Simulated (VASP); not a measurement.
Wanted: the native input for a VASP 6.6.1 run.

```
Task                   : single point
Functional             : RPBE
Potentials or basis    : VASP PAW PBE potentials, release 64 (Ba_sv)
Cutoff                 : 520 eV
k mesh                 : 7 × 7 × 7
Occupations            : gaussian, width 0.05 eV
Spin                   : no spin polarisation
Dipole correction      : no
Further INCAR settings : ALGO = Normal; EDIFF = 1e-06; NBANDS = 11
```

The structure of Ba lies in POSCAR:

```
Ba
1.0
    0.0000000000      3.2326650028      3.2326650028
    3.2326650028      0.0000000000      3.2326650028
    3.2326650028      3.2326650028      0.0000000000
Ba
1
Direct
    0.0000000000      0.0000000000      0.0000000000
```

The input as run:

INCAR

```
SYSTEM = Ba
PREC     = Accurate       ! precision mode
ENCUT    = 520            ! plane-wave cutoff, eV
EDIFF    = 1E-6           ! SCF threshold, eV
ISMEAR   = 0              ! smearing method
SIGMA    = 0.05           ! smearing width, eV
LREAL    = .False.        ! projectors in reciprocal space
LASPH    = .True.         ! aspherical terms in the spheres
NELM     = 100            ! most SCF steps
ALGO     = Normal         ! electronic algorithm
ISIF     = 2              ! what is computed and relaxed
LWAVE    = .False.        ! write WAVECAR
LCHARG   = .False.        ! write CHGCAR
GGA      = RP             ! functional
NBANDS   = 11             ! bands
```

KPOINTS

```
regular mesh
0
Gamma
  7 7 7
  0 0 0
```

Potentials or basis: VASP PAW PBE potentials, release 64 (Ba_sv).

Run with:

```sh
$ cat potpaw_PBE.64/Ba_sv/POTCAR > POTCAR
$ mpirun -np 1 vasp_std > vasp.out
```

It gave:

```json
{
  "Pressure": "0.3 GPa",
  "Band gap on the k mesh": "zero (band 5 reaches 1.53 eV, above the bottom of band 6 at 1.53 eV)"
}
```

Caveat: the PAW data sets were made with another functional, which shifts forces and pressure a little; spin-orbit coupling is left out, which moves the levels of the heavy elements.

Wall time 18 s on 1 thread of Intel Xeon 8259CL (shared host), peak memory 0.2 GiB.
